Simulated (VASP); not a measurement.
Set up this calculation in VASP 6.6.1, as the native input.

* Task: single point
* Functional: HSE06
* Potentials or basis: VASP PAW PBE potentials, release 64 (Si)
* Cutoff: 520 eV
* k mesh: 6 × 6 × 6
* Occupations: gaussian, width 0.01 eV
* Spin: no spin polarisation
* Dipole correction: no
* Grid for exact exchange (PRECFOCK): Normal
* Further INCAR settings: ALGO = Normal; EDIFF = 1e-07; NBANDS = 11
* Share of exact exchange: 0.25
* Screening parameter: 0.2079 1/Å

The system is Si.

```
Si
1.0
     0.00000    2.72212    2.64046
     2.72212    0.00000    2.64046
     2.72212    2.72212    0.00000
Si
2
Direct
  0.00000 0.00000 0.00000
  0.25000 0.25000 0.25000
```

This cell differs from its parent crystal: uniaxial z strain -3.0%.

These files were run (other wordings do the same):

POSCAR

```
Si
1.0
    0.0000000000      2.7221188956      2.6404553288
    2.7221188956      0.0000000000      2.6404553288
    2.7221188956      2.7221188956      0.0000000000
Si
2
Direct
    0.0000000000      0.0000000000      0.0000000000
    0.2500000000      0.2500000000      0.2500000000
```

INCAR.step1

```
SYSTEM = Si
PREC     = Accurate       ! precision mode
ENCUT    = 520            ! plane-wave cutoff, eV
EDIFF    = 1E-5           ! SCF threshold, eV
ISMEAR   = 0              ! smearing method
SIGMA    = 0.01           ! smearing width, eV
LREAL    = .False.        ! projectors in reciprocal space
LASPH    = .True.         ! aspherical terms in the spheres
NELM     = 80             ! most SCF steps
ALGO     = Normal         ! electronic algorithm
ISIF     = 2              ! what is computed and relaxed
LWAVE    = .True.         ! write WAVECAR
LCHARG   = .False.        ! write CHGCAR
NBANDS   = 11             ! bands
GGA      = PE             ! functional
```

INCAR.step2

```
SYSTEM = Si
PREC     = Accurate       ! precision mode
ENCUT    = 520            ! plane-wave cutoff, eV
EDIFF    = 1E-7           ! SCF threshold, eV
ISMEAR   = 0              ! smearing method
SIGMA    = 0.01           ! smearing width, eV
LREAL    = .False.        ! projectors in reciprocal space
LASPH    = .True.         ! aspherical terms in the spheres
NELM     = 80             ! most SCF steps
ALGO     = Normal         ! electronic algorithm
ISIF     = 2              ! what is computed and relaxed
LWAVE    = .False.        ! write WAVECAR
LCHARG   = .False.        ! write CHGCAR
GGA      = PE             ! functional
LHFCALC  = .True.         ! exact exchange
HFSCREEN = 0.2079         ! screening, 1/A
PRECFOCK = Normal       
NBANDS   = 11             ! bands
ISTART   = 1
```

KPOINTS

```
Automatic mesh
0
Gamma
  6 6 6
  0 0 0
```

Potentials or basis: VASP PAW PBE potentials, release 64 (Si).

Run with:

```sh
$ cat potpaw_PBE.64/Si/POTCAR > POTCAR
$ cp INCAR.step1 INCAR
$ mpirun -np 1 vasp_std > vasp.out
$ cp INCAR.step2 INCAR
$ mpirun -np 1 vasp_std > vasp.out
```

Results of the run:

```json
{
  "Pressure": "2.6 GPa",
  "Band gap on the k mesh": "0.93 eV (least direct gap 3.12 eV)"
}
```

Caveat: the cell differs from its parent crystal (uniaxial z strain -3.0%); the PAW data sets were made with another functional, which shifts forces and pressure a little.

Run time: 22 min on 1 thread of Intel(R) Xeon(R) Platinum 8259CL CPU @ 2.50GHz (Skylake/Cascade Lake), with other jobs on the host, peak memory 0.27 GiB.
